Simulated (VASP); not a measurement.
# P (P6/mmm) in VASP: relaxation of shape and atoms at fixed volume with PBE

Aim: the relaxation of shape and atoms at fixed volume of P with PBE.

All numbers are computed with VASP 6.6.1; they aren't measurements. Logs are shortened: lines on timing, memory, paths and dates and some standing lists are left out, and cuts for length are marked.

## Step 1: The cell of the first run

The structure is hexagonal, space group P6/mmm (No. 191). Conventional cell: a = 4.150 Å, b = 4.150 Å, c = 2.424 Å, α = 90.00°, β = 90.00°, γ = 120.00°. P (site symmetry 6/mmm) has 14 P at 2.42 to 2.69 Å within 3.2 Å. Within 3.2 Å of P (site symmetry -6m2) lie 11 P at 2.40 to 2.69 Å.

## Step 2: Relaxation of shape and atoms at fixed volume, PBE

File INCAR:

```
SYSTEM = P
ALGO     = Normal         ! electronic algorithm
EDIFF    = 1E-7           ! SCF threshold, eV
EDIFFG   = -0.005         ! ionic threshold
ENCUT    = 600            ! plane-wave cutoff, eV
GGA      = PE             ! functional
IBRION   = 2              ! ionic algorithm
ISIF     = 4              ! what is computed and relaxed
ISMEAR   = -1             ! smearing method
LASPH    = .True.         ! aspherical terms in the spheres
LCHARG   = .False.        ! write CHGCAR
LREAL    = .False.        ! projectors in reciprocal space
LWAVE    = .False.        ! write WAVECAR
NELM     = 100            ! most SCF steps
NSW      = 50             ! ionic steps
PREC     = Accurate       ! precision mode
SIGMA    = 0.05           ! smearing width, eV
```

File KPOINTS:

```
k-points
0
Gamma
  9 9 12
  0 0 0
```

File POSCAR:

```
P
1.0
    4.1502817397      0.0000000000      0.0000000000
   -2.0751408698      3.5942494194      0.0000000000
    0.0000000000      0.0000000000      2.4236984523
P
3
Direct
    0.0000000000      0.0000000000      0.0000000000
    0.3333333333      0.6666666667      0.5000000000
    0.6666666667      0.3333333333      0.5000000000
```

Potentials or basis: VASP PAW PBE potentials, release 64 (P).

The run is started by

```sh
$ cat potpaw_PBE.64/P/POTCAR > POTCAR
$ mpirun -np 1 vasp_std > vasp.out
```

OUTCAR:

```text
SYSTEM = P
   EDIFF = 1E-7
   EDIFFG = -0.005
   ENCUT = 600
   GGA = PE
   IBRION = 2
   ISIF = 4
   ISMEAR = -1
   LASPH = .True.
   LREAL = .False.
   NELM = 100
   NSW = 50
   PREC = Accurate

 ion  position               nearest neighbor table
   1  0.000  0.000  0.000-   2 2.69   3 2.69   2 2.69   3 2.69   2 2.69   2 2.69   3 2.69   3 2.69
                             3 2.69   3 2.69   2 2.69   2 2.69
   2  0.333  0.667  0.500-   3 2.40   3 2.40   3 2.40   1 2.69   1 2.69   1 2.69   1 2.69   1 2.69
                             1 2.69
   3  0.667  0.333  0.500-   2 2.40   2 2.40   2 2.40   1 2.69   1 2.69   1 2.69   1 2.69   1 2.69
                             1 2.69

  LATTYP: Found a hexagonal cell.
 ALAT       =     4.1502817397
 C/A-ratio  =     0.5839840773

  Lattice vectors:

 A1 = (   4.1502817397,   0.0000000000,   0.0000000000)
 A2 = (  -2.0751408698,   3.5942494194,   0.0000000000)
 A3 = (   0.0000000000,   0.0000000000,   2.4236984523)

Analysis of symmetry for initial positions (statically):
=====================================================================
 Subroutine PRICEL returns:
 Original cell was already a primitive cell.

 Routine SETGRP: Setting up the symmetry group for a
 hexagonal supercell.

 Subroutine GETGRP returns: Found 24 space group operations
 (whereof 24 operations were pure point group operations)
 out of a pool of 24 trial point group operations.

The static configuration has the point symmetry D_6h.

Analysis of symmetry for dynamics (positions and initial velocities):
=====================================================================
 Subroutine PRICEL returns:
 Original cell was already a primitive cell.

 Routine SETGRP: Setting up the symmetry group for a
 hexagonal supercell.

 Subroutine GETGRP returns: Found 24 space group operations
 (whereof 24 operations were pure point group operations)
 out of a pool of 24 trial point group operations.

The dynamic configuration has the point symmetry D_6h.

 Subroutine INISYM returns: Found 24 space group operations
 (whereof 24 operations are pure point group operations),
 and found     1 'primitive' translations

----------------------------------------------------------------------------------------

                                     Primitive cell

  volume of cell :      36.1547

[... 102 lines left out ...]
   NUPDOWN=      -1.0000    fix difference up-down
   EMIN   =  10.00;   EMAX   =-10.00  energy-range for DOS
   EFERMI =   0.00;   METHOD = LEGACY
   ISMEAR =    -1;   SIGMA  =   0.05  broadening in eV -4-tet -1-fermi 0-gaus
   EFERMI_NEDOS =   21; number of points for ismear=-14 and -15
   IALGO  =     38    algorithm
   IMIX   =      4    mixing-type and parameters
     AMIX     =   0.40;   BMIX     =  1.00
     AMIX_MAG =   1.60;   BMIX_MAG =  1.00
  volume/ion in A,a.u.               =      12.05        81.33
  Fermi-wavevector in a.u.,A,eV,Ry     =   1.221004  2.307363 20.284260  1.490851
  Thomas-Fermi vector in A             =   2.356202
   LORBIT       =      0    0 simple, 1 ext, 2 COOP (PROOUT), +10 PAW based schemes
   GGA     = PE    functional components
   LHFCALC =     F    Hartree Fock is set to
   AEXX    =    0.0000 exact exchange contribution
   IVDW    =     0    specifies the selected vdW correction
   LEPSILON=     F    determine dielectric tensor
   LRPA    =     F    only Hartree local field effects (RPA)
 conjugate gradient relaxation of ions
 non-spin polarized calculation
  energy-cutoff  :      600.00
  volume of cell :       36.15
 maximum number of plane-waves:      1236
 NGX is ok and might be reduce to    36
   NGX = 17   NGY = 17   NGZ =  9

--------------------------------------- Ionic step        1  -------------------------------------------

 number of electron      15.0000000 magnetization

 Free energy of the ion-electron system (eV)
  ---------------------------------------------------
  ext. energy  EPLUGINS =         0.00000000
  ---------------------------------------------------
  free energy    TOTEN  =       -13.63794468 eV

  energy without entropy =      -13.63027334  energy(sigma->0) =      -13.63410901

------------------------ aborting loop because EDIFF is reached ----------------------------------------

  FORCE on cell =-STRESS in cart. coord.  units (eV):
  Direction    XX          YY          ZZ          XY          YZ          ZX
  --------------------------------------------------------------------------------------
  -------------------------------------------------------------------------------------
  Total        5.1734806      5.1734806      4.6744414      0.0000000     -0.0000000     -0.0000000
  in kB      229.2603934    229.2603934    207.1457025      0.0000000     -0.0000000     -0.0000000
  external PRESSURE =     221.8888297 kB  Pullay stress =       0.0000000 kB
[... 61 lines left out ...]
--------------------------------------- Ionic step        3  -------------------------------------------

 number of electron      15.0000000 magnetization

 Free energy of the ion-electron system (eV)
  ---------------------------------------------------
  ext. energy  EPLUGINS =         0.00000000
  ---------------------------------------------------
  free energy    TOTEN  =       -13.63872749 eV

  energy without entropy =      -13.63164084  energy(sigma->0) =      -13.63518417

 E-fermi :  12.6207     XC(G=0): -12.3092

 val. band max:       12.5801825224   @ k =   0.1111   0.1111   0.5000
 cond. band min:      12.6782842720   @ k =   0.1111   0.1111   0.4167
 fundamental gap:      0.0981017496
 Fermi energy:        12.6206576236

 k-point     1 :       0.0000    0.0000    0.0000
  band No.  band energies     occupation
      1      -5.7874      2.00000
      2       3.5988      2.00000
      3       3.6395      2.00000
      4       5.5780      2.00000
      5       5.5780      2.00000
      6       5.8897      2.00000
      7       5.8897      2.00000
      8      16.3170      0.00000
      9      19.0436      0.00000
     10      21.0369      0.00000
     11      21.0369      0.00000
[... 309 lines left out ...]
 k-point    24 :       0.3333    0.3333    0.0833
  band No.  band energies     occupation
      1      -2.0494      2.00000
      2      -2.0494      2.00000
      3      -1.9269      2.00000
      4       8.3392      2.00000
      5       8.7483      2.00000
      6       8.7483      2.00000
      7      15.8885      0.00000
      8      15.8885      0.00000
      9      17.1928      0.00000
     10      17.3843      0.00000
     11      18.0276      0.00000

 [... further k-points ...]
[... 5 lines left out ...]
  --------------------------------------------------------------------------------------
  -------------------------------------------------------------------------------------
  Total        5.0049198      5.0049198      5.0053685      0.0000000     -0.0000000     -0.0000000
  in kB      221.7906971    221.7906971    221.8105817      0.0000000     -0.0000000     -0.0000000
  external PRESSURE =     221.7973253 kB  Pullay stress =       0.0000000 kB
[... 18 lines left out ...]
  FREE ENERGIE OF THE ION-ELECTRON SYSTEM (eV)
  ---------------------------------------------------
  free  energy   TOTEN  =       -13.6387274925 eV

  energy  without entropy=      -13.6316408410  energy(sigma->0) =      -13.63518417

 reached required accuracy - stopping structural energy minimisation
```

CONTCAR:

```text
P
   1.00000000000000
     4.1567484581899867    0.0000000000027934   -0.0000000000000000
    -2.0783742290424962    3.5998497618858396   -0.0000000000000000
     0.0000000000000000   -0.0000000000000000    2.4161631471980467
  P
     3
Direct
     0.0000000000000000    0.0000000000000000    1.0000000000000000
     0.3333333332999970    0.6666666667000030    0.5000000000000000
     0.6666666667000030    0.3333333332999970    0.5000000000000000

  0.00000000E+00  0.00000000E+00  0.00000000E+00
  0.00000000E+00  0.00000000E+00  0.00000000E+00
  0.00000000E+00  0.00000000E+00  0.00000000E+00
```

It took 88 s on 1 thread of AMD EPYC 7R43 (Zen 3), shared host; peak memory 0.14 GiB.

What came out:

* Free energy: -13.6387 eV
* Energy gained by relaxing: 0.3 meV/atom
* Ionic steps: 3
* Pressure after relaxing: 22.2 GPa

Step by step:
| step | energy change (eV) | largest force (eV/Å) | pressure (GPa) | volume (Å³) |
| --- | --- | --- | --- | --- |
| 1 | 0.0000 | 0.0000 | 22.19 | 36.15 |
| 2 | -0.0004 | 0.0000 | 22.19 | 36.15 |
| 3 | -0.0008 | 0.0000 | 22.18 | 36.15 |

Final structure:
```xyz
3
Lattice="4.1567 0.0000 0.0000 -2.0784 3.5998 0.0000 0.0000 0.0000 2.4162" Properties=species:S:1:pos:R:3 pbc="T T T"
P     0.0000    0.0000    2.4162
P     0.0000    2.3999    1.2081
P     2.0784    1.2000    1.2081
```

Caveat: the bands computed are all filled at some k points, so no gap is given.
